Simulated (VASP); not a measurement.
# RuS2 (Pa-3) in VASP: single point with r2SCAN

Aim: the single point of RuS2 with r2SCAN.

Program: VASP 6.6.1. These are calculated values, not measurements. Logs are shortened: lines on timing, memory, paths and dates and some standing lists are left out, and cuts for length are marked.

## 1. The cell of the first run

It takes space group Pa-3 (No. 205, cubic). Conventional cell: a = 5.633 Å, b = 5.633 Å, c = 5.633 Å, α = 90.00°, β = 90.00°, γ = 90.00°. Within 3.1 Å of Ru (site symmetry -3) lie 6 S at 2.36 Å. Within 2.9 Å of S (site symmetry 3) lie 1 S at 2.19 Å and 3 Ru at 2.36 Å.

## 2. Single point, r2SCAN

File POSCAR:

```
RuS2
1.0
    5.6332346500      0.0000000000      0.0000000000
    0.0000000000      5.6332346500      0.0000000000
    0.0000000000      0.0000000000      5.6332346500
Ru S
4 8
Direct
    0.0000000000      0.0000000000      0.0000000000
    0.5000000000      0.0000000000      0.5000000000
    0.5000000000      0.5000000000      0.0000000000
    0.0000000000      0.5000000000      0.5000000000
    0.3879447900      0.3879447900      0.3879447900
    0.1120552100      0.6120552100      0.8879447900
    0.8879447900      0.1120552100      0.6120552100
    0.6120552100      0.8879447900      0.1120552100
    0.6120552100      0.6120552100      0.6120552100
    0.8879447900      0.3879447900      0.1120552100
    0.1120552100      0.8879447900      0.3879447900
    0.3879447900      0.1120552100      0.8879447900
```

File INCAR.step1:

```
  ALGO = Normal
  EDIFF = 1E-4
  ENCUT = 520
  GGA = PE
  ISMEAR = -1
  LASPH = True
  LCHARG = False
  LREAL = False
  LWAVE = True
  NBANDS = 64
  NELM = 100
  PREC = Accurate
  SIGMA = 0.02
```

File INCAR.step2:

```
  ALGO = Normal
  EDIFF = 1E-7
  ENCUT = 520
  ISIF = 2
  ISMEAR = -1
  ISTART = 1
  LASPH = True
  LCHARG = False
  LMIXTAU = True
  LREAL = False
  LWAVE = False
  METAGGA = R2SCAN
  NBANDS = 64
  NELM = 100
  PREC = Accurate
  SIGMA = 0.02
```

File KPOINTS:

```
k-points
0
Gamma
  6 6 6
```

Potentials or basis: VASP PAW PBE potentials, release 64 (Ru_pv, S).

Launch:

```sh
$ cat potpaw_PBE.64/Ru_pv/POTCAR potpaw_PBE.64/S/POTCAR > POTCAR
$ cp INCAR.step1 INCAR
$ mpirun -np 1 vasp_std > vasp.out
$ cp INCAR.step2 INCAR
$ mpirun -np 1 vasp_std > vasp.out
```

OUTCAR:

```text
EDIFF = 1E-7
   ENCUT = 520
   ISIF = 2
   ISMEAR = -1
   ISTART = 1
   LASPH = True
   LREAL = False
   METAGGA = R2SCAN
   NELM = 100
   PREC = Accurate

 ion  position               nearest neighbor table
   1  0.000  0.000  0.000-   6 2.36   7 2.36   8 2.36  10 2.36  11 2.36  12 2.36
   2  0.500  0.000  0.500-   5 2.36   7 2.36   8 2.36   9 2.36  11 2.36  12 2.36
   3  0.500  0.500  0.000-   5 2.36   6 2.36   8 2.36   9 2.36  10 2.36  12 2.36
   4  0.000  0.500  0.500-   5 2.36   6 2.36   7 2.36   9 2.36  10 2.36  11 2.36
   5  0.388  0.388  0.388-   9 2.19   3 2.36   4 2.36   2 2.36
   6  0.112  0.612  0.888-  10 2.19   3 2.36   4 2.36   1 2.36
   7  0.888  0.112  0.612-  11 2.19   2 2.36   4 2.36   1 2.36
   8  0.612  0.888  0.112-  12 2.19   2 2.36   3 2.36   1 2.36
   9  0.612  0.612  0.612-   5 2.19   3 2.36   4 2.36   2 2.36
  10  0.888  0.388  0.112-   6 2.19   3 2.36   4 2.36   1 2.36
  11  0.112  0.888  0.388-   7 2.19   2 2.36   4 2.36   1 2.36
  12  0.388  0.112  0.888-   8 2.19   2 2.36   3 2.36   1 2.36

  LATTYP: Found a simple cubic cell.
 ALAT       =     5.6332346500

  Lattice vectors:

 A1 = (   5.6332346500,   0.0000000000,   0.0000000000)
 A2 = (   0.0000000000,   5.6332346500,   0.0000000000)
 A3 = (   0.0000000000,   0.0000000000,   5.6332346500)

Analysis of symmetry for initial positions (statically):
=====================================================================
 Subroutine PRICEL returns:
 Original cell was already a primitive cell.

 Routine SETGRP: Setting up the symmetry group for a
 simple cubic supercell.

 Subroutine GETGRP returns: Found 24 space group operations
 (whereof  6 operations were pure point group operations)
 out of a pool of 48 trial point group operations.

The static configuration has the point symmetry S_6 .
 The point group associated with its full space group is T_h .

Analysis of symmetry for dynamics (positions and initial velocities):
=====================================================================
 Subroutine PRICEL returns:
 Original cell was already a primitive cell.

 Routine SETGRP: Setting up the symmetry group for a
 simple cubic supercell.

 Subroutine GETGRP returns: Found 24 space group operations
 (whereof  6 operations were pure point group operations)
 out of a pool of 48 trial point group operations.

The dynamic configuration has the point symmetry S_6 .
 The point group associated with its full space group is T_h .

 Subroutine INISYM returns: Found 24 space group operations
 (whereof  6 operations are pure point group operations),
 and found     1 'primitive' translations

----------------------------------------------------------------------------------------

                                     Primitive cell

  volume of cell :     178.7613

  direct lattice vectors                    reciprocal lattice vectors
     5.633234650  0.000000000  0.000000000     0.177517903  0.000000000  0.000000000
     0.000000000  5.633234650  0.000000000     0.000000000  0.177517903  0.000000000
     0.000000000  0.000000000  5.633234650     0.000000000  0.000000000  0.177517903

  length of vectors
     5.633234650  5.633234650  5.633234650     0.177517903  0.177517903  0.177517903

  position of ions in fractional coordinates (direct lattice)
     0.000000000  0.000000000  0.000000000
     0.500000000  0.000000000  0.500000000
     0.500000000  0.500000000  0.000000000
     0.000000000  0.500000000  0.500000000
     0.387944790  0.387944790  0.387944790
     0.112055210  0.612055210  0.887944790
     0.887944790  0.112055210  0.612055210
     0.612055210  0.887944790  0.112055210
     0.612055210  0.612055210  0.612055210
     0.887944790  0.387944790  0.112055210
     0.112055210  0.887944790  0.387944790
     0.387944790  0.112055210  0.887944790

  ion indices of the primitive-cell ions
   primitive index   ion index
                 1           1
                 2           2
                 3           3
                 4           4
                 5           5
                 6           6
                 7           7
                 8           8
                 9           9
                10          10
                11          11
                12          12

----------------------------------------------------------------------------------------

 KPOINTS: k-points

Automatic generation of k-mesh.
 Grid dimensions read from file:
 generate k-points for:    6    6    6

 Generating k-lattice:

  Cartesian coordinates                     Fractional coordinates (reciprocal lattice)
     0.029586317  0.000000000  0.000000000     0.166666667  0.000000000  0.000000000
     0.000000000  0.029586317  0.000000000     0.000000000  0.166666667  0.000000000
     0.000000000  0.000000000  0.029586317     0.000000000  0.000000000  0.166666667

  Length of vectors
     0.029586317  0.029586317  0.029586317

  Shift w.r.t. Gamma in fractional coordinates (k-lattice)
     0.000000000  0.000000000  0.000000000

 Subroutine IBZKPT returns following result:
 ===========================================

 Found     24 irreducible k-points:

 Following reciprocal coordinates:
            Coordinates               Weight
  0.000000  0.000000  0.000000      1.000000
  0.166667  0.000000  0.000000      6.000000
  0.333333  0.000000  0.000000      6.000000
  0.500000  0.000000  0.000000      3.000000
  0.166667  0.166667  0.000000     12.000000
  0.333333  0.166667  0.000000     12.000000
[... 16 lines left out ...]
  0.500000  0.500000  0.333333      6.000000
  0.500000  0.500000  0.500000      1.000000
   k-points           NKPTS =     24   k-points in BZ     NKDIM =     24   number of bands    NBANDS=     64
   number of dos      NEDOS =    301   number of ions     NIONS =     12
   total plane-waves  NPLWV =  74088
   dimension x,y,z NGX =    42 NGY =   42 NGZ =   42
   dimension x,y,z NGXF=    84 NGYF=   84 NGZF=   84
   ions per type =               4   8
   NGX,Y,Z   is equivalent  to a cutoff of  12.39, 12.39, 12.39 a.u.
   NGXF,Y,Z  is equivalent  to a cutoff of  24.79, 24.79, 24.79 a.u.
 SYSTEM =  unknown system
   PREC   = accura    normal or accurate (medium, high low for compatibility)
   ISTART =      1    job   : 0-new  1-cont  2-samecut
   ICHARG =      0    charge: 1-file 2-atom 10-const
   ISPIN  =      1    spin polarized calculation?
   LNONCOLLINEAR =      F non collinear calculations
   LSORBIT =      F    spin-orbit coupling
   LASPH  =      T    aspherical Exc in radial PAW
   ENCUT  =  520.0 eV  38.22 Ry    6.18 a.u.  10.47 10.47 10.47*2*pi/ulx,y,z
   NELM   =    100;   NELMIN=  2; NELMDL=  0     # of ELM steps
   EDIFF  = 0.1E-06   stopping-criterion for ELM
   LREAL  =      F    real-space projection
   EDIFFG = 0.1E-05   stopping-criterion for IOM
   NSW    =      0    number of steps for IOM
   IBRION =     -1    ionic relax: 0-MD 1-quasi-New 2-CG
   NFREE  =      0    steps in history (QN), initial steepest desc. (CG)
   ISIF   =      2    stress and relaxation
   ISYM   =      2    0-nonsym 1-usesym 2-fastsym
   POTIM  = 0.5000    time-step for ionic-motion
   TEBEG  =    0.0;   TEEND  =   0.0 temperature during run
   PSTRESS=    0.0 pullay stress
   NELECT =     104.0000    total number of electrons
   NUPDOWN=      -1.0000    fix difference up-down
   EMIN   =  10.00;   EMAX   =-10.00  energy-range for DOS
   EFERMI =   0.00;   METHOD = LEGACY
   ISMEAR =    -1;   SIGMA  =   0.02  broadening in eV -4-tet -1-fermi 0-gaus
   EFERMI_NEDOS =   21; number of points for ismear=-14 and -15
   IALGO  =     38    algorithm
   IMIX   =      4    mixing-type and parameters
     AMIX     =   0.40;   BMIX     =  1.00
     AMIX_MAG =   1.60;   BMIX_MAG =  1.00
  volume/ion in A,a.u.               =      14.90       100.53
  Fermi-wavevector in a.u.,A,eV,Ry     =   1.366663  2.582619 25.412523  1.867768
  Thomas-Fermi vector in A             =   2.492784
   LORBIT       =      0    0 simple, 1 ext, 2 COOP (PROOUT), +10 PAW based schemes
   METAGGA = R2SCAN    functional components
   LHFCALC =     F    Hartree Fock is set to
   AEXX    =    0.0000 exact exchange contribution
   IVDW    =     0    specifies the selected vdW correction
   LEPSILON=     F    determine dielectric tensor
   LRPA    =     F    only Hartree local field effects (RPA)
 non-spin polarized calculation
  energy-cutoff  :      520.00
  volume of cell :      178.76
 maximum number of plane-waves:      4837
 NGX is ok and might be reduce to    42
   NGX = 21   NGY = 21   NGZ = 21

 number of electron     104.0000039 magnetization

 Free energy of the ion-electron system (eV)
  ---------------------------------------------------
  ext. energy  EPLUGINS =         0.00000000
  ---------------------------------------------------
  free energy    TOTEN  =      -174.20758997 eV

  energy without entropy =     -174.20758997  energy(sigma->0) =     -174.20758997

 E-fermi :   9.1131     XC(G=0): -12.6375

 val. band max:        8.6450280733   @ k =   0.5000   0.0000   0.0000
 cond. band min:       9.5433381915   @ k =   0.0000   0.0000   0.0000
 fundamental gap:      0.8983101182
 Fermi energy:         9.1130655984

 k-point     1 :       0.0000    0.0000    0.0000
  band No.  band energies     occupation
      1     -34.5363      2.00000
      2     -34.5363      2.00000
      3     -34.5363      2.00000
      4     -34.5258      2.00000
      5     -34.5258      2.00000
      6     -34.5226      2.00000
[... 56 lines left out ...]
     63      14.0614      0.00000
     64      14.0614      0.00000

 k-point     2 :       0.1667    0.0000    0.0000
  band No.  band energies     occupation
      1     -34.5356      2.00000
      2     -34.5356      2.00000
      3     -34.5356      2.00000
      4     -34.5265      2.00000
      5     -34.5256      2.00000
      6     -34.5232      2.00000
[... 56 lines left out ...]
     63      13.6223      0.00000
     64      13.9095      0.00000

 k-point     3 :       0.3333    0.0000    0.0000
  band No.  band energies     occupation
      1     -34.5339      2.00000
      2     -34.5339      2.00000
      3     -34.5337      2.00000
      4     -34.5285      2.00000
      5     -34.5250      2.00000
      6     -34.5249      2.00000
[... 1396 lines left out ...]
     63      12.6209      0.00000
     64      12.6209      0.00000

 k-point    24 :       0.5000    0.5000    0.5000
  band No.  band energies     occupation
      1     -34.5358      2.00000
      2     -34.5358      2.00000
      3     -34.5358      2.00000
      4     -34.5358      2.00000
      5     -34.5217      2.00000
      6     -34.5217      2.00000
[... 56 lines left out ...]
     63      12.7610      0.00000
     64      12.7610      0.00000

------------------------ aborting loop because EDIFF is reached ----------------------------------------

  FORCE on cell =-STRESS in cart. coord.  units (eV):
  Direction    XX          YY          ZZ          XY          YZ          ZX
  --------------------------------------------------------------------------------------
  -------------------------------------------------------------------------------------
  Total       -0.2931956     -0.2931956     -0.2931956      0.0000000      0.0000000      0.0000000
  in kB       -2.6278135     -2.6278135     -2.6278135      0.0000000      0.0000000      0.0000000
  external PRESSURE =      -2.6278135 kB  Pullay stress =       0.0000000 kB

 VOLUME and BASIS-vectors are now :
 -----------------------------------------------------------------------------
  energy-cutoff  :      520.00
  volume of cell :      178.76
      direct lattice vectors                 reciprocal lattice vectors
     5.633234650  0.000000000  0.000000000     0.177517903  0.000000000  0.000000000
     0.000000000  5.633234650  0.000000000     0.000000000  0.177517903  0.000000000
     0.000000000  0.000000000  5.633234650     0.000000000  0.000000000  0.177517903

 POSITION                                       TOTAL-FORCE (eV/Angst)
 -----------------------------------------------------------------------------------
      0.00000      0.00000      0.00000        -0.000000      0.000000      0.000000
      2.81662      0.00000      2.81662        -0.000000      0.000000      0.000000
      2.81662      2.81662      0.00000        -0.000000      0.000000      0.000000
      0.00000      2.81662      2.81662        -0.000000      0.000000      0.000000
      2.18538      2.18538      2.18538         0.022181      0.022181      0.022181
      0.63123      3.44785      5.00200        -0.022181     -0.022181      0.022181
      5.00200      0.63123      3.44785         0.022181     -0.022181     -0.022181
      3.44785      5.00200      0.63123        -0.022181      0.022181     -0.022181
      3.44785      3.44785      3.44785        -0.022181     -0.022181     -0.022181
      5.00200      2.18538      0.63123         0.022181      0.022181     -0.022181
      0.63123      5.00200      2.18538        -0.022181      0.022181      0.022181
      2.18538      0.63123      5.00200         0.022181     -0.022181      0.022181
 -----------------------------------------------------------------------------------
    total drift:                                0.000000      0.000000     -0.000000

  FREE ENERGIE OF THE ION-ELECTRON SYSTEM (eV)
  ---------------------------------------------------
  free  energy   TOTEN  =      -174.2075899693 eV

  energy  without entropy=     -174.2075899693  energy(sigma->0) =     -174.20758997
```

Run time: 27 min. Hardware: 1 thread of Intel Xeon 8259CL, shared host; peak memory 0.41 GiB.

Results:

| Item | Value |
| --- | --- |
| Free energy | -174.2076 eV |
| Pressure | -0.3 GPa |
| Largest force | 0.038 eV/Å |
| Band gap on the k mesh | 0.90 eV (least direct gap 1.14 eV) |

Forces on the atoms (eV/Å):
```
Ru   0.000  0.000  0.000
Ru   0.000  0.000  0.000
Ru   0.000  0.000  0.000
Ru   0.000  0.000  0.000
S    0.022  0.022  0.022
S   -0.022 -0.022  0.022
S    0.022 -0.022 -0.022
S   -0.022  0.022 -0.022
S   -0.022 -0.022 -0.022
S    0.022  0.022 -0.022
S   -0.022  0.022  0.022
S    0.022 -0.022  0.022
```

Caveat: the PAW data sets were made with another functional, which shifts forces and pressure a little.
